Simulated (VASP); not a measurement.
Here is a VASP 6.6.1 calculation.

Contents of INCAR:

```
ALGO = Normal ; EDIFF = 1E-6
ENCUT = 520 ; ISIF = 2
ISMEAR = 1 ; LASPH = True
LCHARG = True ; LELF = True
LREAL = False ; LVHAR = True
LWAVE = False ; NBANDS = 19
NELM = 100 ; PREC = Accurate
SIGMA = 0.05
```

File KPOINTS:

```
k-points
0
Gamma
  7 7 7
```

The input POSCAR:

```
Ti
1.0
    0.0000000000      2.6435658143      2.6435658143
    2.6435658143      0.0000000000      2.6435658143
    2.6435658143      2.6435658143      0.0000000000
Ti
2
Direct
    0.0000000000      0.0000000000      0.0000000000
    0.2500000000      0.2500000000      0.2500000000
```

Potentials or basis: VASP PAW LDA potentials, release 64 (Ti_sv).

Command:

```sh
$ cat potpaw_LDA.64/Ti_sv/POTCAR > POTCAR
$ mpirun -np 1 vasp_std > vasp.out
```

**Question.** What does it give for the pressure?

**Answer.** 1.8 GPa.

**Question.** What does it give for the band gap on the k mesh?

**Answer.** Zero (band 12 reaches 7.36 eV, above the bottom of band 13 at 6.92 eV).
